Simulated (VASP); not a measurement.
# MnO (P6_3/mmc) in VASP: single point with RPBE+U

Aim: the single point of MnO with RPBE+U.

All numbers are computed with VASP 6.6.1; they aren't measurements. Logs are shortened: lines on timing, memory, paths and dates and some standing lists are left out, and cuts for length are marked.

**1. The cell of the first run**

The structure is hexagonal, space group P6_3/mmc (No. 194). The conventional cell has a = 3.078 Å, b = 3.078 Å, c = 5.300 Å, α = 90.00°, β = 90.00°, γ = 120.00°. Mn (site symmetry -3m) has 6 O at 2.22 Å and 2 Mn at 2.65 Å within 2.9 Å. Within 2.9 Å of O (site symmetry -6m2) lie 6 Mn at 2.22 Å.

**2. Single point, RPBE+U, collinear spin, antiferromagnetic start**

Contents of INCAR:

```
SYSTEM = MnO
PREC = Accurate ; ENCUT = 520
EDIFF = 1E-6 ; ISMEAR = 0
SIGMA = 0.05 ; LREAL = .False.
LASPH = .True. ; NELM = 150
ALGO = Normal ; ISIF = 2
LWAVE = .False. ; LCHARG = .False.
ISPIN = 2 ; MAGMOM = 5 -5 0 0
LORBIT = 11 ; LMAXMIX = 4
LDAU = .True. ; LDAUTYPE = 2
LDAUL = 2 -1 ; LDAUU = 2 0
LDAUJ = 0 0 ; LDAUPRINT = 1
GGA = RP ; NBANDS = 31
```

Contents of KPOINTS:

```
Automatic mesh
0
Gamma
  12 12 8
  0 0 0
```

Contents of POSCAR:

```
MnO
1.0
    3.0779632574      0.0000000000      0.0000000000
   -1.5389816287      2.6655943729      0.0000000000
    0.0000000000      0.0000000000      5.2995560115
Mn O
2 2
Direct
    0.0000000000      0.0000000000      0.0000000000
    0.0000000000      0.0000000000      0.5000000000
    0.3333333333      0.6666666667      0.2499993605
    0.6666666667      0.3333333333      0.7500006395
```

Potentials or basis: VASP PAW PBE potentials, release 64 (Mn_pv, O).

Started as:

```console
$ cat potpaw_PBE.64/Mn_pv/POTCAR potpaw_PBE.64/O/POTCAR > POTCAR
$ mpirun -np 1 vasp_std > vasp.out
```

OUTCAR:

```text
SYSTEM = MnO
   PREC = Accurate
   ENCUT = 520
   EDIFF = 1E-6
   ISMEAR = 0
   LREAL = .False.
   LASPH = .True.
   NELM = 150
   ISIF = 2
   ISPIN = 2
   LORBIT = 11
   GGA = RP

 ion  position               nearest neighbor table
   1  0.000  0.000  0.000-   3 2.22   4 2.22   4 2.22   3 2.22   4 2.22   3 2.22   2 2.65   2 2.65

   2  0.000  0.000  0.500-   3 2.22   4 2.22   4 2.22   3 2.22   4 2.22   3 2.22   1 2.65   1 2.65

   3  0.333  0.667  0.250-   1 2.22   1 2.22   1 2.22   2 2.22   2 2.22   2 2.22
   4  0.667  0.333  0.750-   1 2.22   1 2.22   1 2.22   2 2.22   2 2.22   2 2.22

  LATTYP: Found a hexagonal cell.
 ALAT       =     3.0779632574
 C/A-ratio  =     1.7217736433

  Lattice vectors:

 A1 = (   3.0779632574,   0.0000000000,   0.0000000000)
 A2 = (  -1.5389816287,   2.6655943729,   0.0000000000)
 A3 = (   0.0000000000,   0.0000000000,   5.2995560115)

Analysis of symmetry for initial positions (statically):
=====================================================================
 Subroutine PRICEL returns:
 Original cell was already a primitive cell.

 Routine SETGRP: Setting up the symmetry group for a
 hexagonal supercell.

 Subroutine GETGRP returns: Found 24 space group operations
 (whereof 12 operations were pure point group operations)
 out of a pool of 24 trial point group operations.

The static configuration has the point symmetry D_3d.
 The point group associated with its full space group is D_6h.

Analysis of symmetry for dynamics (positions and initial velocities):
=====================================================================
 Subroutine PRICEL returns:
 Original cell was already a primitive cell.

 Routine SETGRP: Setting up the symmetry group for a
 hexagonal supercell.

 Subroutine GETGRP returns: Found 24 space group operations
 (whereof 12 operations were pure point group operations)
 out of a pool of 24 trial point group operations.

The dynamic configuration has the point symmetry D_3d.
 The point group associated with its full space group is D_6h.

Analysis of structural, dynamic, and magnetic symmetry:
=====================================================================
 Subroutine PRICEL returns:
 Original cell was already a primitive cell.

 Routine SETGRP: Setting up the symmetry group for a
 hexagonal supercell.

 Subroutine GETGRP returns: Found 24 space group operations
 (whereof 12 operations were pure point group operations)
 out of a pool of 24 trial point group operations.

The overall configuration has the point symmetry D_3d.
 The point group associated with its full space group is D_6h.

 Subroutine INISYM returns: Found 24 space group operations
 (whereof 12 operations are pure point group operations),
 and found     1 'primitive' translations

----------------------------------------------------------------------------------------

                                     Primitive cell

  volume of cell :      43.4807

  direct lattice vectors                    reciprocal lattice vectors
     3.077963257  0.000000000  0.000000000     0.324890168  0.187575426  0.000000000
    -1.538981629  2.665594373  0.000000000     0.000000000  0.375150852  0.000000000
     0.000000000  0.000000000  5.299556011     0.000000000  0.000000000  0.188695053

  length of vectors
     3.077963257  3.077963257  5.299556011     0.375150852  0.375150852  0.188695053

[... 144 lines left out ...]
  0.0000  0.0760 -0.0000  0.0000 -0.0339
 -0.0000 -0.0000  0.0458 -0.0000  0.0000
 -0.0339  0.0000 -0.0000  0.0760 -0.0000
 -0.0000 -0.0339  0.0000 -0.0000  0.0515

 occupancies and eigenvectors

  o =  0.0277  v =  0.0000  0.0000  0.0000  0.0000  0.0000 -0.8184 -0.0000  0.0000 -0.5747 -0.0001      0.0000  0.0000  0.0000  0.0000  0.0000  0.0000  0.0000  0.0000  0.0000  0.0000
  o =  0.0277  v =  0.0000  0.0000  0.0000  0.0000  0.0000  0.0001 -0.5747  0.0000  0.0000 -0.8184      0.0000  0.0000  0.0000  0.0000  0.0000  0.0000  0.0000  0.0000  0.0000  0.0000
  o =  0.0458  v =  0.0000  0.0000  0.0000  0.0000  0.0000  0.0000 -0.0000 -1.0000  0.0000 -0.0000      0.0000  0.0000  0.0000  0.0000  0.0000  0.0000  0.0000  0.0000  0.0000  0.0000
  o =  0.0998  v =  0.0000  0.0000  0.0000  0.0000  0.0000 -0.5747 -0.0000 -0.0000  0.8184  0.0000      0.0000  0.0000  0.0000  0.0000  0.0000  0.0000  0.0000  0.0000  0.0000  0.0000
  o =  0.0998  v =  0.0000  0.0000  0.0000  0.0000  0.0000 -0.0000  0.8184 -0.0000  0.0000 -0.5747      0.0000  0.0000  0.0000  0.0000  0.0000  0.0000  0.0000  0.0000  0.0000  0.0000
  o =  0.9093  v =  0.0000  0.0000 -1.0000  0.0000  0.0000  0.0000  0.0000  0.0000  0.0000  0.0000      0.0000  0.0000  0.0000  0.0000  0.0000  0.0000  0.0000  0.0000  0.0000  0.0000
  o =  0.9329  v = -0.8521 -0.0000 -0.0000 -0.5234  0.0000  0.0000  0.0000  0.0000  0.0000  0.0000      0.0000  0.0000  0.0000  0.0000  0.0000  0.0000  0.0000  0.0000  0.0000  0.0000
  o =  0.9329  v =  0.0000 -0.5234 -0.0000 -0.0000 -0.8521  0.0000  0.0000  0.0000  0.0000  0.0000      0.0000  0.0000  0.0000  0.0000  0.0000  0.0000  0.0000  0.0000  0.0000  0.0000
  o =  0.9666  v =  0.5234 -0.0000 -0.0000 -0.8521  0.0000  0.0000  0.0000  0.0000  0.0000  0.0000      0.0000  0.0000  0.0000  0.0000  0.0000  0.0000  0.0000  0.0000  0.0000  0.0000
  o =  0.9666  v =  0.0000 -0.8521  0.0000  0.0000  0.5234  0.0000  0.0000  0.0000  0.0000  0.0000      0.0000  0.0000  0.0000  0.0000  0.0000  0.0000  0.0000  0.0000  0.0000  0.0000

atom =   2  type =  1  l = 2

 onsite density matrix

spin component  1

  0.0515 -0.0000 -0.0000  0.0339 -0.0000
 -0.0000  0.0760  0.0000  0.0000  0.0339
 -0.0000  0.0000  0.0458 -0.0000  0.0000
  0.0339  0.0000 -0.0000  0.0760 -0.0000
 -0.0000  0.0339  0.0000 -0.0000  0.0515

spin component  2

  0.9422  0.0000  0.0000  0.0150  0.0000
  0.0000  0.9574  0.0000 -0.0000  0.0150
  0.0000  0.0000  0.9093  0.0000  0.0000
  0.0150 -0.0000  0.0000  0.9574  0.0000
  0.0000  0.0150  0.0000  0.0000  0.9422

 occupancies and eigenvectors

  o =  0.0277  v =  0.8184 -0.0000 -0.0000 -0.5747  0.0000  0.0000  0.0000  0.0000  0.0000  0.0000      0.0000  0.0000  0.0000  0.0000  0.0000  0.0000  0.0000  0.0000  0.0000  0.0000
  o =  0.0277  v =  0.0000  0.5747  0.0000 -0.0000 -0.8184  0.0000  0.0000  0.0000  0.0000  0.0000      0.0000  0.0000  0.0000  0.0000  0.0000  0.0000  0.0000  0.0000  0.0000  0.0000
  o =  0.0458  v =  0.0000  0.0000 -1.0000 -0.0000 -0.0000  0.0000  0.0000  0.0000  0.0000  0.0000      0.0000  0.0000  0.0000  0.0000  0.0000  0.0000  0.0000  0.0000  0.0000  0.0000
  o =  0.0998  v =  0.5747 -0.0000 -0.0000  0.8184 -0.0000  0.0000  0.0000  0.0000  0.0000  0.0000      0.0000  0.0000  0.0000  0.0000  0.0000  0.0000  0.0000  0.0000  0.0000  0.0000
  o =  0.0998  v = -0.0000 -0.8184 -0.0000 -0.0000 -0.5747  0.0000  0.0000  0.0000  0.0000  0.0000      0.0000  0.0000  0.0000  0.0000  0.0000  0.0000  0.0000  0.0000  0.0000  0.0000
  o =  0.9093  v =  0.0000  0.0000  0.0000  0.0000  0.0000  0.0000 -0.0000 -1.0000  0.0000  0.0000      0.0000  0.0000  0.0000  0.0000  0.0000  0.0000  0.0000  0.0000  0.0000  0.0000
  o =  0.9329  v =  0.0000  0.0000  0.0000  0.0000  0.0000 -0.8521  0.0000  0.0000  0.5234  0.0000      0.0000  0.0000  0.0000  0.0000  0.0000  0.0000  0.0000  0.0000  0.0000  0.0000
  o =  0.9329  v =  0.0000  0.0000  0.0000  0.0000  0.0000  0.0000  0.5234 -0.0000  0.0000 -0.8521      0.0000  0.0000  0.0000  0.0000  0.0000  0.0000  0.0000  0.0000  0.0000  0.0000
  o =  0.9666  v =  0.0000  0.0000  0.0000  0.0000  0.0000 -0.5234 -0.0000 -0.0000 -0.8521 -0.0000      0.0000  0.0000  0.0000  0.0000  0.0000  0.0000  0.0000  0.0000  0.0000  0.0000
  o =  0.9666  v =  0.0000  0.0000  0.0000  0.0000  0.0000  0.0000 -0.8521 -0.0000  0.0000 -0.5234      0.0000  0.0000  0.0000  0.0000  0.0000  0.0000  0.0000  0.0000  0.0000  0.0000

 number of electron      38.0000021 magnetization       0.0000000

 Free energy of the ion-electron system (eV)
  ---------------------------------------------------
  ext. energy  EPLUGINS =         0.00000000
  ---------------------------------------------------
  free energy    TOTEN  =       -30.20351289 eV

  energy without entropy =      -30.20351289  energy(sigma->0) =      -30.20351289

 E-fermi :   6.8301     XC(G=0): -11.6458

 val. band max:        6.5052959380   @ k =   0.0000   0.0000   0.5000
 cond. band min:       8.1218211930   @ k =   0.0000   0.0000   0.0000
 fundamental gap:      1.6165252551
 Fermi energy:         6.8301065610

 spin component 1

 k-point     1 :       0.0000    0.0000    0.0000
  band No.  band energies     occupation
      1     -42.8398      1.00000
      2     -42.7632      1.00000
      3     -42.7631      1.00000
      4     -38.0437      1.00000
      5     -37.9227      1.00000
      6     -37.9227      1.00000
[... 1625 lines left out ...]
     30      19.8197      0.00000
     31      21.4146      0.00000

 [... further k-points ...]
[... 5 lines left out ...]
  --------------------------------------------------------------------------------------
  -------------------------------------------------------------------------------------
  Total        2.5894521      2.5894521      3.3471789     -0.0000000      0.0000000      0.0000000
  in kB       95.4160603     95.4160603    123.3367589     -0.0000000      0.0000000      0.0000000
  external PRESSURE =     104.7229598 kB  Pullay stress =       0.0000000 kB

 VOLUME and BASIS-vectors are now :
 -----------------------------------------------------------------------------
  energy-cutoff  :      520.00
  volume of cell :       43.48
      direct lattice vectors                 reciprocal lattice vectors
     3.077963257  0.000000000  0.000000000     0.324890168  0.187575426  0.000000000
    -1.538981629  2.665594373  0.000000000     0.000000000  0.375150852  0.000000000
     0.000000000  0.000000000  5.299556011     0.000000000  0.000000000  0.188695053

 POSITION                                       TOTAL-FORCE (eV/Angst)
 -----------------------------------------------------------------------------------
      0.00000      0.00000      0.00000         0.000000      0.000000     -0.000000
      0.00000      0.00000      2.64978         0.000000      0.000000     -0.000000
     -0.00000      1.77706      1.32489         0.000000     -0.000000      0.000000
      1.53898      0.88853      3.97467        -0.000000      0.000000     -0.000000
 -----------------------------------------------------------------------------------
    total drift:                                0.000000     -0.000000      0.000000

  FREE ENERGIE OF THE ION-ELECTRON SYSTEM (eV)
  ---------------------------------------------------
  free  energy   TOTEN  =       -30.2035128873 eV

  energy  without entropy=      -30.2035128873  energy(sigma->0) =      -30.20351289

 total charge

# of ion       s       p       d       tot
------------------------------------------
    1        0.210   6.190   4.988  11.389
    2        0.210   6.190   4.988  11.389
    3        1.563   3.445   0.000   5.007
    4        1.563   3.445   0.000   5.007
--------------------------------------------------
tot          3.546  19.269   9.977  32.792

 magnetization (x)

# of ion       s       p       d       tot
------------------------------------------
    1        0.018   0.017   4.399   4.434
    2       -0.018  -0.017  -4.399  -4.434
    3        0.000   0.000   0.000   0.000
    4        0.000   0.000   0.000   0.000
--------------------------------------------------
tot         -0.000   0.000   0.000   0.000
```

It took 96 s on 1 thread of Intel Xeon Platinum 8559C (Emerald Rapids), shared host; peak memory 0.3 GiB.

Results:

- Free energy: -30.2035 eV
- Pressure: 10.5 GPa
- Band gap on the k mesh: 1.62 eV, indirect (least direct gap 2.20 eV)
- Net moment: 0.00 μB per cell
- Site moments: Mn +4.43, -4.43; O +0.00 μB
- Valence electrons inside the program's atomic spheres: Mn 11.39; O 5.01

Stress tensor (GPa, compression positive):
```
 9.54  0.00  0.00
 0.00  9.54  0.00
 0.00  0.00 12.33
```

Levels at points of the mesh, in eV from the valence-band top:
Spin up:
```
           k point  band 15  band 16  band 17  band 18  band 19  band 20  band 21  band 22  band 23  band 24
(0.00, 0.00, 0.00)    -2.39    -2.05    -2.05    -0.59    -0.59     1.62     3.55     3.71     3.71     4.65
(0.50, 0.00, 0.00)    -2.97    -1.81    -1.49    -0.49    -0.30     2.54     4.46     4.60     4.96     4.97
(0.00, 0.00, 0.50)    -2.43    -2.43    -2.11     0.00     0.00     2.75     3.58     3.58     3.88     4.56
(0.50, 0.00, 0.50)    -2.85    -1.81    -1.49    -0.14    -0.08     2.32     4.20     4.59     4.67     4.81
```
Spin down:
```csv
k point,band 15,band 16,band 17,band 18,band 19,band 20,band 21,band 22,band 23,band 24
"(0.00, 0.00, 0.00)",-2.39,-2.05,-2.05,-0.59,-0.59,1.62,3.55,3.71,3.71,4.65
"(0.50, 0.00, 0.00)",-2.97,-1.81,-1.49,-0.49,-0.30,2.54,4.46,4.60,4.96,4.97
"(0.00, 0.00, 0.50)",-2.43,-2.43,-2.11,0.00,0.00,2.75,3.58,3.58,3.88,4.56
"(0.50, 0.00, 0.50)",-2.85,-1.81,-1.49,-0.14,-0.08,2.32,4.20,4.59,4.67,4.81
```

Eigenvalues of the final occupation matrices:
```csv
site,spin,trace,eigenvalues
site 1 d,1,4.71,0.91 0.93 0.93 0.97 0.97
site 1 d,2,0.30,0.03 0.03 0.05 0.10 0.10
site 2 d,1,0.30,0.03 0.03 0.05 0.10 0.10
site 2 d,2,4.71,0.91 0.93 0.93 0.97 0.97
```

Caveat: the PAW data sets were made with another functional, which shifts forces and pressure a little.
